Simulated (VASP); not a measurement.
TiC, 2 atoms in the cell. The structure is tetragonal, space group I4mm (No. 107). The conventional cell has a = 3.060 Å, b = 3.060 Å, c = 4.328 Å, α = 90.00°, β = 90.00°, γ = 90.00°. Within 2.8 Å of Ti (site symmetry 4mm) lie 6 C at 2.11 to 2.21 Å. C (site symmetry 4mm) has 6 Ti at 2.11 to 2.21 Å within 2.8 Å.  This cell differs from its parent crystal: all C atoms moved -0.050 Å, as atom 2 along Cartesian [0 1 0].

- Program: VASP 6.6.1
- Task: single point
- Functional: PBEsol
- Potentials or basis: VASP PAW PBE potentials, release 64 (Ti_sv, C)
- Cutoff: 520 eV
- k mesh: 18 × 18 × 18
- Occupations: gaussian, width 0.15 eV
- Spin: no spin polarisation
- Dipole correction: no
- Further INCAR settings: ALGO = Normal; EDIFF = 1e-07; NBANDS = 15

Potentials or basis: VASP PAW PBE potentials, release 64 (Ti_sv, C).

The run is started by

```console
$ cat potpaw_PBE.64/Ti_sv/POTCAR potpaw_PBE.64/C/POTCAR > POTCAR
$ mpirun -np 1 vasp_std > vasp.out
```

Hardware: 1 thread of Intel(R) Xeon(R) 6975P-C (Granite Rapids), on a shared host.

Q: Estimate the wall time of this run.

A: It took 48 s on 1 thread of Intel(R) Xeon(R) 6975P-C (Granite Rapids) (shared host), peak memory 0.26 GiB. Counts: scf iterations 14, k points 480.
